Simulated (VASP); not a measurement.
# Al (Fm-3m) in VASP: further runs, part 2 of 2

VASP 6.6.1. Earlier steps stand in the parts before.

### Step 4. Electric field gradients, LDA (16.25 Å³/atom)

This run uses another cell than the first one, of 16.25 Å³/atom.

Input file INCAR:

```
PREC     = Accurate       # precision mode
ENCUT    = 520            # plane-wave cutoff, eV
EDIFF    = 1E-8           # SCF threshold, eV
ISMEAR   = -1             # smearing method
SIGMA    = 0.03           # smearing width, eV
LREAL    = False          # projectors in reciprocal space
LASPH    = True           # aspherical terms in the spheres
NELM     = 100            # most SCF steps
ALGO     = Normal         # electronic algorithm
ISIF     = 2              # what is computed and relaxed
LWAVE    = False          # write WAVECAR
LCHARG   = False          # write CHGCAR
GGA      = CA             # functional
LEFG     = True         
NBANDS   = 8              # bands
```

Input file KPOINTS:

```
Automatic mesh
0
Gamma
  17 17 17
```

Input file POSCAR:

```
Al
1.0
    0.0000000000      2.0103958323      2.0103958323
    2.0103958323      0.0000000000      2.0103958323
    2.0103958323      2.0103958323      0.0000000000
Al
1
Direct
    0.0000000000      0.0000000000      0.0000000000
```

Potentials or basis: VASP PAW LDA potentials, release 64 (Al).

Launch:

```
> cat potpaw_LDA.64/Al/POTCAR > POTCAR
> mpirun -np 1 vasp_std > vasp.out
```

OUTCAR:

```text
PREC = Accurate
   ENCUT = 520
   EDIFF = 1E-8
   ISMEAR = -1
   LREAL = False
   LASPH = True
   NELM = 100
   ISIF = 2
   GGA = CA

 ion  position               nearest neighbor table
   1  0.000  0.000  0.000-

  LATTYP: Found a face centered cubic cell.
 ALAT       =     4.0207916646

  Lattice vectors:

 A1 = (   0.0000000000,   2.0103958323,   2.0103958323)
 A2 = (   2.0103958323,   0.0000000000,   2.0103958323)
 A3 = (   2.0103958323,   2.0103958323,   0.0000000000)

Analysis of symmetry for initial positions (statically):
=====================================================================
 Subroutine PRICEL returns:
 Original cell was already a primitive cell.

 Routine SETGRP: Setting up the symmetry group for a
 face centered cubic supercell.

 Subroutine GETGRP returns: Found 48 space group operations
 (whereof 48 operations were pure point group operations)
 out of a pool of 48 trial point group operations.

The static configuration has the point symmetry O_h .

Analysis of symmetry for dynamics (positions and initial velocities):
=====================================================================
 Subroutine PRICEL returns:
 Original cell was already a primitive cell.

 Routine SETGRP: Setting up the symmetry group for a
 face centered cubic supercell.

 Subroutine GETGRP returns: Found 48 space group operations
 (whereof 48 operations were pure point group operations)
 out of a pool of 48 trial point group operations.

The dynamic configuration has the point symmetry O_h .
[... 151 lines left out ...]

 k-point     1 :       0.0000    0.0000    0.0000
  band No.  band energies     occupation
      1      -3.2552      2.00000
      2      20.6037      0.00000
      3      20.6037      0.00000
      4      20.6037      0.00000
      5      22.0400      0.00000
      6      22.0400      0.00000
      7      22.0400      0.00000
      8      24.6740      0.00000
[... 243 lines left out ...]
 k-point    24 :      -0.1176    0.0588    0.0000
  band No.  band energies     occupation
      1      -2.6559      2.00000
      2      15.8154      0.00000
      3      17.8408      0.00000
      4      20.7160      0.00000
      5      22.7595      0.00000
      6      23.2337      0.00000
      7      24.3973      0.00000
      8      24.5234      0.00000

 [... further k-points ...]

------------------------ aborting loop because EDIFF is reached ----------------------------------------

  FORCE on cell =-STRESS in cart. coord.  units (eV):
  Direction    XX          YY          ZZ          XY          YZ          ZX
  --------------------------------------------------------------------------------------
  -------------------------------------------------------------------------------------
  Total       -0.2209386     -0.2209386     -0.2209386     -0.0000000     -0.0000000      0.0000000
  in kB      -21.7824845    -21.7824845    -21.7824845     -0.0000000     -0.0000000      0.0000000
  external PRESSURE =     -21.7824845 kB  Pullay stress =       0.0000000 kB

 VOLUME and BASIS-vectors are now :
 -----------------------------------------------------------------------------
  energy-cutoff  :      520.00
  volume of cell :       16.25
      direct lattice vectors                 reciprocal lattice vectors
     0.000000000  2.010395832  2.010395832    -0.248707241  0.248707241  0.248707241
     2.010395832  0.000000000  2.010395832     0.248707241 -0.248707241  0.248707241
     2.010395832  2.010395832  0.000000000     0.248707241  0.248707241 -0.248707241

 POSITION                                       TOTAL-FORCE (eV/Angst)
 -----------------------------------------------------------------------------------
      0.00000      0.00000      0.00000         0.000000      0.000000      0.000000
 -----------------------------------------------------------------------------------
    total drift:                                0.000000     -0.000000     -0.000000

  FREE ENERGIE OF THE ION-ELECTRON SYSTEM (eV)
  ---------------------------------------------------
  free  energy   TOTEN  =        -4.1913301496 eV

  energy  without entropy=       -4.1896924497  energy(sigma->0) =       -4.19051130

 Electric field gradients (V/A^2)
---------------------------------------------------------------------
 ion       V_xx      V_yy      V_zz      V_xy      V_xz      V_yz
---------------------------------------------------------------------
   1      -0.000     0.000     0.000     0.000     0.000     0.000
---------------------------------------------------------------------

 Electric field gradients after diagonalization (V/A^2)
 (convention: |V_zz| > |V_xx| > |V_yy|)
----------------------------------------------------------------------
 ion       V_xx      V_yy      V_zz     asymmetry (V_yy - V_xx)/ V_zz
----------------------------------------------------------------------
   1      -0.000    -0.000     0.000       0.000
----------------------------------------------------------------------

           NMR quadrupolar parameters

 Cq : quadrupolar parameter    Cq=e*Q*V_zz/h
 eta: asymmetry parameters     (V_yy - V_xx)/ V_zz
 Q  : nuclear electric quadrupole moment in mb (millibarn)
----------------------------------------------------------------------
 ion       Cq(MHz)       eta       Q (mb)
----------------------------------------------------------------------
   1       0.000       0.000       1.000
----------------------------------------------------------------------
```

OSZICAR:

```text
N       E                     dE             d eps       ncg     rms          rms(c)
DAV:   1    -0.283795188399E+01   -0.28380E+01   -0.92519E+02  2664   0.211E+02
DAV:   2    -0.421428231556E+01   -0.13763E+01   -0.12843E+01  3632   0.184E+01
DAV:   3    -0.422049574009E+01   -0.62134E-02   -0.62085E-02  3416   0.141E+00
DAV:   4    -0.422050449982E+01   -0.87597E-05   -0.87595E-05  4152   0.490E-02
DAV:   5    -0.422050451653E+01   -0.16706E-07   -0.16435E-07  3424   0.112E-03    0.139E+00
DAV:   6    -0.420280181913E+01    0.17703E-01   -0.25462E-03  3480   0.200E-01    0.782E-01
DAV:   7    -0.419135395235E+01    0.11448E-01   -0.63712E-03  3440   0.311E-01    0.162E-01
DAV:   8    -0.419133038456E+01    0.23568E-04   -0.18650E-05  3864   0.282E-02    0.149E-02
DAV:   9    -0.419133016156E+01    0.22300E-06   -0.13608E-07  3608   0.173E-03    0.781E-04
DAV:  10    -0.419133015013E+01    0.11431E-07   -0.32578E-09  3920   0.334E-04    0.206E-04
DAV:  11    -0.419133014963E+01    0.50171E-09   -0.10815E-10  2528   0.605E-05
   1 F= -.41913301E+01 E0= -.41905113E+01  d E =-.163770E-02
```

stdout:

```text
POSCAR found type information on POSCAR Al
 POSCAR found :  1 types and       1 ions
 scaLAPACK will be used
 LDA part: xc-table for (Slater(with rela. corr.)+CA(PZ))
 , standard interpolation
 POSCAR, INCAR and KPOINTS ok, starting setup
 FFT: planning ... GRIDC
 FFT: planning ... GRID_SOFT
 FFT: planning ... GRID
 WAVECAR not read
 entering main loop
ion   1
```

It took 27 s on 1 thread of Intel Xeon 8259CL, shared host; peak memory 0.13 GiB.

Results:

```yaml
Free_energy: -4.1913 eV
Pressure: -2.2 GPa
Band_gap_on_the_k_mesh: zero (an odd number of electrons rules out a gap without spin polarisation)
Largest_electric_field_gradient_by_atom: zero within the noise of the run
```

### Step 5. Electric field gradients, LDA (16.25 Å³/atom)

This run uses another cell than the first one, of 16.25 Å³/atom.

Input file INCAR:

```
SYSTEM = Al
PREC = Accurate
ENCUT = 520
EDIFF = 1E-8
ISMEAR = -1
SIGMA = 0.03
LREAL = .FALSE.
LASPH = .TRUE.
NELM = 60
ALGO = Normal
ISIF = 2
LWAVE = .FALSE.
LCHARG = .FALSE.
LEFG = .TRUE.
NBANDS = 8
```

Input file KPOINTS:

```
Automatic mesh
0
G
  17 17 17
  0 0 0
```

POSCAR is that of step 4.

Potentials or basis: VASP PAW LDA potentials, release 64 (Al).

Launch:

```
> cat potpaw_LDA.64/Al/POTCAR > POTCAR
> mpirun -np 1 vasp_std > vasp.out
```

OUTCAR:

```text
SYSTEM = Al
   PREC = Accurate
   ENCUT = 520
   EDIFF = 1E-8
   ISMEAR = -1
   LREAL = .FALSE.
   LASPH = .TRUE.
   NELM = 60
   ISIF = 2

 ion  position               nearest neighbor table
   1  0.000  0.000  0.000-

  LATTYP: Found a face centered cubic cell.
 ALAT       =     4.0207916646

  Lattice vectors:

 A1 = (   0.0000000000,   2.0103958323,   2.0103958323)
 A2 = (   2.0103958323,   0.0000000000,   2.0103958323)
 A3 = (   2.0103958323,   2.0103958323,   0.0000000000)

Analysis of symmetry for initial positions (statically):
[... 470 lines left out ...]
  ---------------------------------------------------
  free  energy   TOTEN  =        -4.1913301496 eV

  energy  without entropy=       -4.1896924497  energy(sigma->0) =       -4.19051130

 Electric field gradients (V/A^2)
---------------------------------------------------------------------
 ion       V_xx      V_yy      V_zz      V_xy      V_xz      V_yz
---------------------------------------------------------------------
   1      -0.000     0.000     0.000     0.000     0.000     0.000
---------------------------------------------------------------------

 Electric field gradients after diagonalization (V/A^2)
 (convention: |V_zz| > |V_xx| > |V_yy|)
----------------------------------------------------------------------
 ion       V_xx      V_yy      V_zz     asymmetry (V_yy - V_xx)/ V_zz
----------------------------------------------------------------------
   1      -0.000    -0.000     0.000       0.000
----------------------------------------------------------------------

           NMR quadrupolar parameters

 Cq : quadrupolar parameter    Cq=e*Q*V_zz/h
 eta: asymmetry parameters     (V_yy - V_xx)/ V_zz
 Q  : nuclear electric quadrupole moment in mb (millibarn)
----------------------------------------------------------------------
 ion       Cq(MHz)       eta       Q (mb)
----------------------------------------------------------------------
   1       0.000       0.000       1.000
----------------------------------------------------------------------
```

stdout:

```text
POSCAR found type information on POSCAR Al
 POSCAR found :  1 types and       1 ions
 scaLAPACK will be used
 LDA part: xc-table for (Slater(with rela. corr.)+CA(PZ))
 , standard interpolation
 POSCAR, INCAR and KPOINTS ok, starting setup
 FFT: planning ... GRIDC
 FFT: planning ... GRID_SOFT
 FFT: planning ... GRID
 WAVECAR not read
 entering main loop
ion   1
```

Wall time 19 s (1 thread of Intel Xeon 8259CL, shared host); peak memory 0.13 GiB.

Results:

```yaml
Free_energy: -4.1913 eV
Pressure: -2.2 GPa
Band_gap_on_the_k_mesh: zero (an odd number of electrons rules out a gap without spin polarisation)
Largest_electric_field_gradient_by_atom: zero within the noise of the run
```

### Step 6. Electric field gradients, LDA (15.92 Å³/atom)

This run uses another cell than the first one, of 15.92 Å³/atom.

Input file INCAR:

```
SYSTEM = Al
  PREC = Accurate
  ENCUT = 520
  EDIFF = 1E-8
  ISMEAR = -1
  SIGMA = 0.03
  LREAL = .False.
  LASPH = .True.
  NELM = 100
  ALGO = Normal
  ISIF = 2
  LWAVE = .False.
  LCHARG = .False.
  GGA = CA
  LEFG = .True.
  NBANDS = 8
```

Input file KPOINTS:

```
Automatic mesh
0
Gamma
  17 17 17
  0 0 0
```

Input file POSCAR:

```
Al
1.0
    0.0000000000      1.9966255657      1.9966255657
    1.9966255657      0.0000000000      1.9966255657
    1.9966255657      1.9966255657      0.0000000000
Al
1
Direct
    0.0000000000      0.0000000000      0.0000000000
```

Potentials or basis: VASP PAW LDA potentials, release 64 (Al).

Launch:

```
> cat potpaw_LDA.64/Al/POTCAR > POTCAR
> mpirun -np 1 vasp_std > vasp.out
```

OUTCAR:

```text
SYSTEM = Al
   PREC = Accurate
   ENCUT = 520
   EDIFF = 1E-8
   ISMEAR = -1
   LREAL = .False.
   LASPH = .True.
   NELM = 100
   ISIF = 2
   GGA = CA

 ion  position               nearest neighbor table
   1  0.000  0.000  0.000-

  LATTYP: Found a face centered cubic cell.
 ALAT       =     3.9932511314

  Lattice vectors:

 A1 = (   0.0000000000,   1.9966255657,   1.9966255657)
 A2 = (   1.9966255657,   0.0000000000,   1.9966255657)
 A3 = (   1.9966255657,   1.9966255657,   0.0000000000)

Analysis of symmetry for initial positions (statically):
=====================================================================
 Subroutine PRICEL returns:
 Original cell was already a primitive cell.

 Routine SETGRP: Setting up the symmetry group for a
 face centered cubic supercell.

[... 445 lines left out ...]
  external PRESSURE =      -5.8516890 kB  Pullay stress =       0.0000000 kB

 VOLUME and BASIS-vectors are now :
 -----------------------------------------------------------------------------
  energy-cutoff  :      520.00
  volume of cell :       15.92
      direct lattice vectors                 reciprocal lattice vectors
     0.000000000  1.996625566  1.996625566    -0.250422517  0.250422517  0.250422517
     1.996625566  0.000000000  1.996625566     0.250422517 -0.250422517  0.250422517
     1.996625566  1.996625566  0.000000000     0.250422517  0.250422517 -0.250422517

 POSITION                                       TOTAL-FORCE (eV/Angst)
 -----------------------------------------------------------------------------------
      0.00000      0.00000      0.00000         0.000000      0.000000      0.000000
 -----------------------------------------------------------------------------------
    total drift:                                0.000000     -0.000000     -0.000000

  FREE ENERGIE OF THE ION-ELECTRON SYSTEM (eV)
  ---------------------------------------------------
  free  energy   TOTEN  =        -4.1942082197 eV

  energy  without entropy=       -4.1925727168  energy(sigma->0) =       -4.19339047

 Electric field gradients (V/A^2)
---------------------------------------------------------------------
 ion       V_xx      V_yy      V_zz      V_xy      V_xz      V_yz
---------------------------------------------------------------------
   1      -0.000    -0.000     0.000     0.000     0.000     0.000
---------------------------------------------------------------------

 Electric field gradients after diagonalization (V/A^2)
 (convention: |V_zz| > |V_xx| > |V_yy|)
----------------------------------------------------------------------
 ion       V_xx      V_yy      V_zz     asymmetry (V_yy - V_xx)/ V_zz
----------------------------------------------------------------------
   1      -0.000    -0.000     0.000       0.000
----------------------------------------------------------------------

           NMR quadrupolar parameters

 Cq : quadrupolar parameter    Cq=e*Q*V_zz/h
 eta: asymmetry parameters     (V_yy - V_xx)/ V_zz
 Q  : nuclear electric quadrupole moment in mb (millibarn)
----------------------------------------------------------------------
 ion       Cq(MHz)       eta       Q (mb)
----------------------------------------------------------------------
   1       0.000       0.000       1.000
----------------------------------------------------------------------
```

Run time: 19 s. Hardware: 1 thread of Intel Xeon 8259CL, shared host; peak memory 0.13 GiB.

Results:

- Free energy: -4.1942 eV
- Pressure: -0.6 GPa
- Band gap on the k mesh: zero (an odd number of electrons rules out a gap without spin polarisation)
- Largest electric field gradient by atom: zero within the noise of the run

Levels at points of the mesh, in eV from the Fermi level:
| k point | band 1 | band 2 | band 3 | band 4 | band 5 | band 6 |
| --- | --- | --- | --- | --- | --- | --- |
| (0.00, 0.00, 0.00) | -11.36 | 12.76 | 12.76 | 12.76 | 14.36 | 14.36 |

### Step 7. The runs side by side

| cell | gap on the mesh (eV) | pressure (GPa) |
| --- | --- | --- |
| a = 2.804 Å, angles 60.0°, 1 atom | none | 1.2 |
| a = 2.843 Å, angles 60.0°, 1 atom | none | -2.2 |
| a = 2.824 Å, angles 60.0°, 1 atom | none | -0.6 |

Alike in all rows: task electric field gradients; level LDA; potentials or basis VASP PAW LDA potentials, release 64 (Al); no spin polarisation; k mesh 17 × 17 × 17; cutoff (eV) 520; smearing fermi-dirac 0.03 eV.

Absolute energies hang on the potentials; compare differences alone.
